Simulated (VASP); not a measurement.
A run of VASP 6.6.1:

INCAR

```
SYSTEM = Pb
  PREC = Accurate
  ENCUT = 520
  EDIFF = 1E-6
  ISMEAR = 0
  SIGMA = 0.15
  LREAL = .False.
  LASPH = .True.
  NELM = 60
  ALGO = Fast
  ISIF = 2
  LWAVE = .False.
  LCHARG = .False.
  GGA = PE
  NBANDS = 13
```

KPOINTS

```
Automatic mesh
0
Gamma
  18 18 18
  0 0 0
```

File POSCAR:

```
Pb
1.0
    0.0000000000      2.4299575490      2.5514554264
    2.4299575490      0.0000000000      2.5514554264
    2.4299575490      2.4299575490      0.0000000000
Pb
1
Direct
    0.0000000000      0.0000000000      0.0000000000
```

Potentials or basis: VASP PAW PBE potentials, release 64 (Pb_d).

Run with:

```sh
$ cat potpaw_PBE.64/Pb_d/POTCAR > POTCAR
$ mpirun -np 1 vasp_std > vasp.out
```

Hardware: 1 thread of Intel(R) Xeon(R) 6975P-C (Granite Rapids), on a shared host.

Question: Estimate the wall time of this run.

Answer: Run time: 80 s on 1 thread of Intel(R) Xeon(R) 6975P-C (Granite Rapids), with other jobs on the host, peak memory 0.29 GiB. Counts: scf iterations 12, k points 480.
